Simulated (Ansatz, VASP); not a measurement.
## HgPt: VASP beside Ansatz

The input INCAR:

```
  PREC = Accurate
  ENCUT = 500
  EDIFF = 1E-6
  ISMEAR = -1
  SIGMA = 0.05
  LREAL = F
  LASPH = T
  NELM = 120
  ALGO = Normal
  ISIF = 2
  LWAVE = F
  LCHARG = T
  GGA = CA
  LELF = T
  LVHAR = T
  NBANDS = 18
  GGA_COMPAT = F
```

KPOINTS

```
regular mesh
0
Gamma
  12 12 9
```

The input POSCAR:

```
HgPt
1.0
    3.0236610000      0.0000000000      0.0000000000
    0.0000000000      3.0236610000      0.0000000000
    0.0000000000      0.0000000000      3.9876600000
Hg Pt
1 1
Direct
    0.0000000000      0.0000000000      0.0000000000
    0.5000000000      0.5000000000      0.5000000000
```

Input for Ansatz:

```yaml
crystal:
  lattice:
    - [3.023661, 0.0, 0.0]
    - [0.0, 3.023661, 0.0]
    - [0.0, 0.0, 3.98766]
  atoms:
    - { symbol: Hg, position: [0.0, 0.0, 0.0] }
    - { symbol: Pt, position: [0.5, 0.5, 0.5] }
kpoints:
  mp_grid: { grid: [12, 12, 9] }
  band_path:
    path:
      - [0.0, 0.0, 0.0]
      - [0.0, 0.5, 0.0]
      - [0.5, 0.5, 0.0]
      - [0.0, 0.0, 0.0]
      - [0.0, 0.0, 0.5]
      - [0.0, 0.5, 0.5]
      - [0.5, 0.5, 0.5]
      - [0.0, 0.0, 0.5]
      - [0.0, 0.5, 0.0]
    npoints: 14
scf:
  occupations: { method: fermi_dirac, width: 0.05 }
hamiltonian:
  xc: lda
  pseudopotentials: { kind: all_electron, lapw: { basis_error: 0.001 } }
output:
  forces: true
  stress: true
  eigenvalues: true
  populations: true
```

Alike in both runs: task single point; functional LDA; k mesh 12 × 12 × 9; occupations fermi-dirac, width 0.05 eV; no spin polarisation.

|  | VASP | Ansatz |
| --- | --- | --- |
| version | VASP 6.6.1 | Ansatz 0.2.0 |
| potentials or method | VASP PAW LDA potentials, release 64 (Hg, Pt), cutoff 500 eV | all-electron LAPW, scalar-relativistic |

```csv
,VASP,Ansatz,Ansatz less VASP
pressure (GPa),-11.8,-13.2,-1.38
"traceless stress, the component that is largest in VASP (GPa)",-0.38,-0.45,-0.066
```

LDA's correlation is that of Perdew and Zunger in VASP and of Perdew and Wang (1992) in Ansatz. Ansatz ran all-electron here, and VASP with PAW potentials.

Neither program's run includes spin-orbit coupling.
